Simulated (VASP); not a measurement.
Here is a VASP 6.6.1 calculation.

INCAR

```
  ALGO = Normal
  EDIFF = 1E-6
  ENCUT = 520
  GGA = PE
  ISIF = 2
  ISMEAR = 0
  LASPH = T
  LCHARG = T
  LELF = T
  LREAL = F
  LVHAR = T
  LWAVE = F
  NBANDS = 26
  NELM = 80
  PREC = Accurate
  SIGMA = 0.05
```

File KPOINTS:

```
k-points
0
Gamma
  12 12 4
```

The input POSCAR:

```
C
1.0
    2.6439194161      0.0000000000      0.0000000000
   -1.3219597080      2.2897013799      0.0000000000
    0.0000000000      0.0000000000      8.5122028864
C
8
Direct
    0.0000000000      0.0000000000      0.0929681641
    0.0000000000      0.0000000000      0.5929681641
    0.0000000000      0.0000000000      0.4070318359
    0.0000000000      0.0000000000      0.9070318359
    0.3333333333      0.6666666667      0.1555285626
    0.6666666667      0.3333333333      0.6555285626
    0.3333333333      0.6666666667      0.3444714374
    0.6666666667      0.3333333333      0.8444714374
```

Potentials or basis: VASP PAW PBE potentials, release 64 (C).

The run is started by

```console
$ cat potpaw_PBE.64/C/POTCAR > POTCAR
$ mpirun -np 1 vasp_std > vasp.out
```

Q: Predict the pressure.

A: -41.6 GPa.

Q: Predict the largest force.

A: 0.057 eV/Å.

Forces in eV/Å, atoms in the order of the input:
```
C    0.000  0.000 -0.057
C    0.000  0.000 -0.057
C    0.000  0.000  0.057
C    0.000  0.000  0.057
C    0.000  0.000 -0.028
C    0.000  0.000 -0.028
C    0.000  0.000  0.028
C    0.000  0.000  0.028
```

Caveat: the cell differs from its parent crystal (strain +0.050 along x and y, +0.025 along z).
